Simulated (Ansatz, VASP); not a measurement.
**Pt in VASP and in Ansatz**

INCAR

```
SYSTEM = Pt
ALGO = Fast ; EDIFF = 1E-7
ENCUT = 520 ; GGA = PE
ISIF = 2 ; ISMEAR = 0
LASPH = .TRUE. ; LCHARG = .FALSE.
LREAL = .FALSE. ; LWAVE = .FALSE.
NBANDS = 17 ; NELM = 60
PREC = Accurate ; SIGMA = 0.15
```

The input KPOINTS:

```
k-points
0
G
  18 18 10
  0 0 0
```

File POSCAR:

```
Pt
1.0
    2.4826856532      0.0000000000      0.0000000000
   -1.2413428266      2.3889653837      0.0000000000
    0.0000000000      0.0000000000      4.7813829983
Pt
2
Direct
    0.6666666667      0.3333333333      0.7500000000
    0.3333333333      0.6666666667      0.2500000000
```

Input for Ansatz:

```yaml
crystal:
  lattice:
    - [2.4826856532, 0.0, 0.0]
    - [-1.2413428266, 2.3889653837, 0.0]
    - [0.0, 0.0, 4.7813829983]
  atoms:
    - { symbol: Pt, position: [0.6666666667, 0.3333333333, 0.75] }
    - { symbol: Pt, position: [0.3333333333, 0.6666666667, 0.25] }
basis:
  ecutwfc: 420
kpoints:
  mp_grid: { grid: [18, 18, 10] }
hamiltonian:
  xc: pbe
scf:
  occupations: { method: gaussian, width: 0.15 }
output:
  forces: true
  stress: true
  eigenvalues: true
  write_density: true
  write_potential: true
  elf: true
  volumetric_format: npy
```

Change from the starting cell: normal strain along x -0.1000, normal strain along y +0.0000.

Alike in both runs: task single point; functional PBE; k mesh 18 × 18 × 10; occupations gaussian, width 0.15 eV; no spin polarisation.

|  | VASP | Ansatz |
| --- | --- | --- |
| version | VASP 6.6.1 | Ansatz 0.2.0 |
| potentials or method | VASP PAW PBE potentials, release 64 (Pt), cutoff 520 eV | scalar-relativistic, plane waves, PAW |
| valence electrons in the cell | 20 | 36 |

```tsv
	VASP	Ansatz	Ansatz less VASP
gap on the k mesh at the Fermi level (eV)	none	none	-
pressure (GPa)	41.0	41.5	+0.60
traceless stress, the component that is largest in VASP (GPa)	38.11	38.42	+0.309
rms of the force components (eV/Å)	0.019	0.019	+0.0002
```

Atom by atom the forces differ by 0.000 eV/Å (rms over components). A gap of «none» marks a metal or a gap that the smearing closes. Both programs put the cell under a high pressure, so it lies far from rest at this level. VASP's potentials hold 20 valence electrons a cell and Ansatz's 36, so a difference there can come from the potentials and not from the codes.

Neither program's run includes spin-orbit coupling.
